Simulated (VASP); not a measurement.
A run of VASP 6.6.1 is set up as follows.

The input POSCAR:

```
SiF
1.0
    1.3474651590      0.7779582949      3.9241273749
   -1.3474651590      0.7779582949      3.9241273749
    0.0000000000     -1.5559165897      3.9241273749
Si F
1 1
Direct
    0.5000000000      0.5000000000      0.5000000000
    0.0000000000      0.0000000000      0.0000000000
```

File INCAR.step1:

```
SYSTEM = SiF
ALGO     = Normal         ! electronic algorithm
EDIFF    = 1E-5           ! SCF threshold, eV
ENCUT    = 520            ! plane-wave cutoff, eV
GGA      = PE             ! functional
ISIF     = 2              ! what is computed and relaxed
ISMEAR   = -1             ! smearing method
LASPH    = .True.         ! aspherical terms in the spheres
LCHARG   = .False.        ! write CHGCAR
LREAL    = .False.        ! projectors in reciprocal space
LWAVE    = .True.         ! write WAVECAR
NBANDS   = 12             ! bands
NELM     = 60             ! most SCF steps
PREC     = Accurate       ! precision mode
SIGMA    = 0.05           ! smearing width, eV
```

Contents of INCAR.step2:

```
SYSTEM = SiF
AEXX     = 0.25           ! exact-exchange fraction
ALGO     = Normal         ! electronic algorithm
EDIFF    = 1E-6           ! SCF threshold, eV
ENCUT    = 520            ! plane-wave cutoff, eV
ISIF     = 2              ! what is computed and relaxed
ISMEAR   = -1             ! smearing method
ISTART   = 1            
LASPH    = .True.         ! aspherical terms in the spheres
LCHARG   = .False.        ! write CHGCAR
LHFCALC  = .True.         ! exact exchange
LMIXTAU  = .True.       
LREAL    = .False.        ! projectors in reciprocal space
LWAVE    = .False.        ! write WAVECAR
METAGGA  = R2SCAN         ! meta-GGA
NBANDS   = 12             ! bands
NELM     = 60             ! most SCF steps
PREC     = Accurate       ! precision mode
PRECFOCK = Normal       
SIGMA    = 0.05           ! smearing width, eV
```

Contents of KPOINTS:

```
k-points
0
Gamma
  6 6 6
  0 0 0
```

Potentials or basis: VASP PAW PBE potentials, release 64 (Si, F).

Launch:

```bash
$ cat potpaw_PBE.64/Si/POTCAR potpaw_PBE.64/F/POTCAR > POTCAR
$ cp INCAR.step1 INCAR
$ mpirun -np 1 vasp_std > vasp.out
$ cp INCAR.step2 INCAR
$ mpirun -np 1 vasp_std > vasp.out
```

Q: Predict the pressure.

A: -5.9 GPa.

Q: What does it give for the band gap on the k mesh?

A: Zero (an odd number of electrons rules out a gap without spin polarisation).

Stress tensor (GPa, compression positive):
```
-6.12  0.00  0.00
 0.00 -6.12  0.00
 0.00  0.00 -5.50
```

Caveat: the k points lie up to 0.46 Å⁻¹ apart, too coarse for converged energies and pressures of a metal; the PAW data sets were made with another functional, which shifts forces and pressure a little; an odd number of electrons without spin polarisation forces a metal; a magnetic or distorted state may lie lower.
